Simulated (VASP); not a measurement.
# Fe (Pm-3m) in VASP: a series of runs

Runs on Fe. Level: revPBE. Tasks: relaxation of cell and atoms, single point.

Everything below comes from runs of VASP 6.6.1. Logs are shortened: lines on timing, memory, paths and dates and some standing lists are left out, and cuts for length are marked.

## Step 1: The cell of the first run

The structure is cubic, space group Pm-3m (No. 221). The conventional cell has a = 2.334 Å, b = 2.334 Å, c = 2.334 Å, α = 90.00°, β = 90.00°, γ = 90.00°. Fe (site symmetry m-3m) has 6 Fe at 2.33 Å within 3.1 Å.

## Step 2: Relaxation of cell and atoms, revPBE

Contents of INCAR:

```
SYSTEM = Fe
  PREC = Accurate
  ENCUT = 600
  EDIFF = 1E-6
  ISMEAR = -1
  SIGMA = 0.1
  LREAL = .False.
  LASPH = .True.
  NELM = 80
  ALGO = Normal
  ISIF = 3
  LWAVE = .False.
  LCHARG = .False.
  GGA = RE
  IBRION = 2
  NSW = 80
  EDIFFG = -0.01
```

Contents of KPOINTS:

```
regular mesh
0
Gamma
  13 13 13
  0 0 0
```

Contents of POSCAR:

```
Fe
1.0
    2.3342634294      0.0000000000      0.0000000000
    0.0000000000      2.3342634294      0.0000000000
    0.0000000000      0.0000000000      2.3342634294
Fe
1
Direct
    0.0000000000      0.0000000000      0.0000000000
```

Potentials or basis: VASP PAW PBE potentials, release 64 (Fe).

Command:

```console
> cat potpaw_PBE.64/Fe/POTCAR > POTCAR
> mpirun -np 1 vasp_std > vasp.out
```

OUTCAR:

```text
SYSTEM = Fe
   PREC = Accurate
   ENCUT = 600
   EDIFF = 1E-6
   ISMEAR = -1
   LREAL = .False.
   LASPH = .True.
   NELM = 80
   ISIF = 3
   GGA = RE
   IBRION = 2
   NSW = 80
   EDIFFG = -0.01

 ion  position               nearest neighbor table
   1  0.000  0.000  0.000-

  LATTYP: Found a simple cubic cell.
 ALAT       =     2.3342634294

  Lattice vectors:

 A1 = (   2.3342634294,   0.0000000000,   0.0000000000)
 A2 = (   0.0000000000,   2.3342634294,   0.0000000000)
 A3 = (   0.0000000000,   0.0000000000,   2.3342634294)

Analysis of symmetry for initial positions (statically):
=====================================================================
 Subroutine PRICEL returns:
 Original cell was already a primitive cell.

 Routine SETGRP: Setting up the symmetry group for a
 simple cubic supercell.

 Subroutine GETGRP returns: Found 48 space group operations
 (whereof 48 operations were pure point group operations)
 out of a pool of 48 trial point group operations.

The static configuration has the point symmetry O_h .

Analysis of symmetry for dynamics (positions and initial velocities):
=====================================================================
 Subroutine PRICEL returns:
 Original cell was already a primitive cell.

 Routine SETGRP: Setting up the symmetry group for a
 simple cubic supercell.

 Subroutine GETGRP returns: Found 48 space group operations
 (whereof 48 operations were pure point group operations)
 out of a pool of 48 trial point group operations.

The dynamic configuration has the point symmetry O_h .

 Subroutine INISYM returns: Found 48 space group operations
 (whereof 48 operations are pure point group operations),
 and found     1 'primitive' translations

----------------------------------------------------------------------------------------

                                     Primitive cell

  volume of cell :      12.7189

  direct lattice vectors                    reciprocal lattice vectors
     2.334263429  0.000000000  0.000000000     0.428400663  0.000000000  0.000000000
     0.000000000  2.334263429  0.000000000     0.000000000  0.428400663  0.000000000
     0.000000000  0.000000000  2.334263429     0.000000000  0.000000000  0.428400663

  length of vectors
     2.334263429  2.334263429  2.334263429     0.428400663  0.428400663  0.428400663
[... 86 lines left out ...]
   ISYM   =      2    0-nonsym 1-usesym 2-fastsym
   POTIM  = 0.5000    time-step for ionic-motion
   TEBEG  =    0.0;   TEEND  =   0.0 temperature during run
   PSTRESS=    0.0 pullay stress
   NELECT =       8.0000    total number of electrons
   NUPDOWN=      -1.0000    fix difference up-down
   EMIN   =  10.00;   EMAX   =-10.00  energy-range for DOS
   EFERMI =   0.00;   METHOD = LEGACY
   ISMEAR =    -1;   SIGMA  =   0.10  broadening in eV -4-tet -1-fermi 0-gaus
   EFERMI_NEDOS =   21; number of points for ismear=-14 and -15
   IALGO  =     38    algorithm
   IMIX   =      4    mixing-type and parameters
     AMIX     =   0.40;   BMIX     =  1.00
     AMIX_MAG =   1.60;   BMIX_MAG =  1.00
  volume/ion in A,a.u.               =      12.72        85.83
  Fermi-wavevector in a.u.,A,eV,Ry     =   1.402668  2.650659 26.769166  1.967478
  Thomas-Fermi vector in A             =   2.525407
   LORBIT       =      0    0 simple, 1 ext, 2 COOP (PROOUT), +10 PAW based schemes
   GGA     = RE    functional components
   LHFCALC =     F    Hartree Fock is set to
   AEXX    =    0.0000 exact exchange contribution
   IVDW    =     0    specifies the selected vdW correction
   LEPSILON=     F    determine dielectric tensor
   LRPA    =     F    only Hartree local field effects (RPA)
 conjugate gradient relaxation of ions
 non-spin polarized calculation
  energy-cutoff  :      600.00
  volume of cell :       12.72
 maximum number of plane-waves:       449
 NGX is ok and might be reduce to    20
   NGX =  9   NGY =  9   NGZ =  9

--------------------------------------- Ionic step        1  -------------------------------------------

 number of electron       8.0000007 magnetization

 Free energy of the ion-electron system (eV)
  ---------------------------------------------------
  ext. energy  EPLUGINS =         0.00000000
  ---------------------------------------------------
  free energy    TOTEN  =        -6.72573521 eV

  energy without entropy =       -6.63676079  energy(sigma->0) =       -6.68124800

------------------------ aborting loop because EDIFF is reached ----------------------------------------

  FORCE on cell =-STRESS in cart. coord.  units (eV):
  Direction    XX          YY          ZZ          XY          YZ          ZX
  --------------------------------------------------------------------------------------
  -------------------------------------------------------------------------------------
  Total       -0.9296916     -0.9296916     -0.9296916      0.0000000      0.0000000      0.0000000
  in kB     -117.1115992   -117.1115992   -117.1115992      0.0000000      0.0000000      0.0000000
  external PRESSURE =    -117.1115992 kB  Pullay stress =       0.0000000 kB
[... 57 lines left out ...]
--------------------------------------- Ionic step        3  -------------------------------------------

 number of electron       7.9999994 magnetization

 Free energy of the ion-electron system (eV)
  ---------------------------------------------------
  ext. energy  EPLUGINS =         0.00000000
  ---------------------------------------------------
  free energy    TOTEN  =        -6.76005931 eV

  energy without entropy =       -6.68023460  energy(sigma->0) =       -6.72014696

 E-fermi :   5.7212     XC(G=0): -12.7476

 val. band max:        5.7132032181   @ k =   0.3077   0.0769   0.0769
 cond. band min:       5.7426735467   @ k =   0.3077   0.3077   0.0769
 fundamental gap:      0.0294703286
 Fermi energy:         5.7211684687

 k-point     1 :       0.0000    0.0000    0.0000
  band No.  band energies     occupation
      1      -2.4697      2.00000
      2       2.0204      2.00000
      3       2.0204      2.00000
      4       6.6670      0.00016
      5       6.6670      0.00016
      6       6.6670      0.00016
      7      26.2428      0.00000
      8      26.2428      0.00000
[... 243 lines left out ...]
 k-point    24 :       0.3846    0.3077    0.0000
  band No.  band energies     occupation
      1       1.6527      2.00000
      2       2.8462      2.00000
      3       5.2676      1.97879
      4       5.5025      1.79801
      5       5.8326      0.49395
      6       7.3535      0.00000
      7      13.9297      0.00000
      8      19.9896      0.00000

 [... further k-points ...]
[... 5 lines left out ...]
  --------------------------------------------------------------------------------------
  -------------------------------------------------------------------------------------
  Total       -0.0092521     -0.0092521     -0.0092521     -0.0000000     -0.0000000      0.0000000
  in kB       -1.2509227     -1.2509227     -1.2509227     -0.0000000     -0.0000000      0.0000000
  external PRESSURE =      -1.2509227 kB  Pullay stress =       0.0000000 kB
[... 16 lines left out ...]
  FREE ENERGIE OF THE ION-ELECTRON SYSTEM (eV)
  ---------------------------------------------------
  free  energy   TOTEN  =        -6.7600593148 eV

  energy  without entropy=       -6.6802346034  energy(sigma->0) =       -6.72014696

 reached required accuracy - stopping structural energy minimisation
```

OSZICAR:

```text
N       E                     dE             d eps       ncg     rms          rms(c)
DAV:   1     0.170340579641E+02    0.17034E+02   -0.47728E+03  1352   0.139E+03
DAV:   2    -0.760826821027E+01   -0.24642E+02   -0.24320E+02  1368   0.133E+02
DAV:   3    -0.776919931543E+01   -0.16093E+00   -0.16082E+00  1696   0.157E+01
[... 22 lines left out ...]
DAV:   3    -0.676571955437E+01    0.43757E-01   -0.28056E-01  1432   0.942E+00    0.651E-01
DAV:   4    -0.676001284702E+01    0.57067E-02   -0.88942E-03  1592   0.966E-01    0.615E-02
DAV:   5    -0.676005293353E+01   -0.40087E-04   -0.55955E-05  1376   0.766E-02    0.444E-02
DAV:   6    -0.676005929705E+01   -0.63635E-05   -0.13543E-05  1560   0.490E-02    0.118E-03
DAV:   7    -0.676005931482E+01   -0.17770E-07   -0.51126E-08   704   0.238E-03
   3 F= -.67600593E+01 E0= -.67201470E+01  d E =-.343241E-01
```

Wall time 14 s (1 thread of Intel Xeon Platinum 8488C (Sapphire Rapids), shared host); peak memory 0.13 GiB.

Results:

- Free energy: -6.7601 eV
- Relaxed volume: 11.85 Å³/atom
- Relaxed cell: a = 2.280 Å, b = 2.280 Å, c = 2.280 Å, α = 90.00°, β = 90.00°, γ = 90.00°
- Space group after relaxing (to 0.05 Å): Pm-3m (No. 221)
- Energy gained by relaxing: 34.3 meV/atom
- Ionic steps: 3
- Pressure after relaxing: -0.1 GPa
- Band gap on the k mesh: zero (band 4 reaches 7.67 eV, above the bottom of band 5 at 5.15 eV)

Step by step:
```tsv
step	energy change (eV)	largest force (eV/Å)	pressure (GPa)	volume (Å³)
1	0.0000	0.0000	-11.71	12.72
2	-0.0012	0.0000	14.93	11.08
3	-0.0343	0.0000	-0.13	11.85
```

Final structure:
```cif
data_structure
_symmetry_space_group_name_H-M 'P 1'
_symmetry_Int_Tables_number 1
_cell_length_a 2.2799
_cell_length_b 2.2799
_cell_length_c 2.2799
_cell_angle_alpha 90.000
_cell_angle_beta 90.000
_cell_angle_gamma 90.000
_cell_volume 11.85
loop_
_atom_site_label
_atom_site_type_symbol
_atom_site_fract_x
_atom_site_fract_y
_atom_site_fract_z
_atom_site_occupancy
Fe1 Fe 0.00000 0.00000 0.00000 1
```

Levels at points of the mesh, in eV from the Fermi level:
```
           k point  band 2  band 3  band 4  band 5  band 6  band 7
(0.00, 0.00, 0.00)   -3.70   -3.70    0.95    0.95    0.95   20.52
```

Caveat: the PAW data sets were made with another functional, which shifts forces and pressure a little; the run has no spin polarisation, though such a crystal can be magnetic.

[end of part 1 of 4]
